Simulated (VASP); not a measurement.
NiO:

```
Ni O
1.0
     0.00000    2.09131    2.09131
     2.09131    0.00000    2.09131
     2.09131    2.09131    0.00000
Ni O
1 1
Cartesian
  0.0000 0.0000 0.0000
  2.0913 2.0913 2.0913
```

```yaml
Program: VASP 6.6.1
Task: relaxation of cell and atoms
Functional: PBE
Potentials_or_basis: VASP PAW PBE potentials, release 64 (Ni, O)
Cutoff: 600 eV
k_mesh: 18 × 18 × 18
Occupations: gaussian, width 0.1 eV
Spin: collinear spin, ferromagnetic start
Starting_moments: "[1.61, 0.33] μB"
```

At the start: pressure 3.4 GPa; volume 9.15 Å³/atom.

How do energy, volume and symmetry change on relaxing?

Over 3 steps the energy falls by 2.0 meV/atom and the volume is 9.34 Å³/atom (+2.1 %); space group Fm-3m (No. 225, to 0.1 Å) before and after; moment 1.76 μB per cell.

Step by step:
```
step  energy change (eV)  largest force (eV/Å)  pressure (GPa)  volume (Å³)
   1              0.0000                0.0000            3.45        18.29
   2             -0.0034                0.0000           -1.33        18.82
   3             -0.0041                0.0000           -0.07        18.67
```

Final structure:
```yaml
crystal:
  lattice:
    - [0.00000, 2.10563, 2.10563]
    - [2.10563, 0.00000, 2.10563]
    - [2.10563, 2.10563, 0.00000]
  atoms:
    - { symbol: Ni, position: [0.00000, 0.00000, 0.00000] }
    - { symbol: O, position: [0.50000, 0.50000, 0.50000] }
```

Caveat: a cell with one magnetic atom can't hold antiferromagnetic order, which such compounds often take.
